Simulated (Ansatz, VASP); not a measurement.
**One calculation of Be3H2, two programs**

```
Be H
1.0
     3.28885    0.00000    0.00000
    -1.64442    2.84823    0.00000
     0.00000    0.00000    4.02800
Be H
3 2
Direct
  0.00000 0.00000 0.00000
  0.66667 0.33333 0.33333
  0.33333 0.66667 0.66667
  0.66667 0.33333 0.83333
  0.33333 0.66667 0.16667
```

Change from the starting cell: ordered vacancies on the anion sites of caesium chloride (P-3m1, No. 164).

Alike in both runs: task single point; functional PBE; k mesh 6 × 6 × 4; occupations gaussian, width 0.1 eV; no spin polarisation.

|  | VASP | Ansatz |
| --- | --- | --- |
| version | VASP 6.6.1 | Ansatz 0.2.0 |
| potentials or method | VASP PAW PBE potentials, release 64 (Be, H), cutoff 520 eV | scalar-relativistic, plane waves, PAW |
| valence electrons in the cell | 8 | 8 |

```tsv
	VASP	Ansatz	Ansatz less VASP
gap on the k mesh at the Fermi level (eV)	none	none	-
pressure (GPa)	-7.0	-7.0	+0.02
traceless stress, the component that is largest in VASP (GPa)	3.66	3.66	+0.001
rms of the force components (eV/Å)	0.074	0.074	+0.0002
```

Atom by atom the forces differ by 0.000 eV/Å (rms over components). A gap of «none» marks a metal or a gap that the smearing closes. The functional is the same, so the differences come from potentials, cutoffs and numerics.

The k mesh is coarse, so the values compare programs but aren't converged.
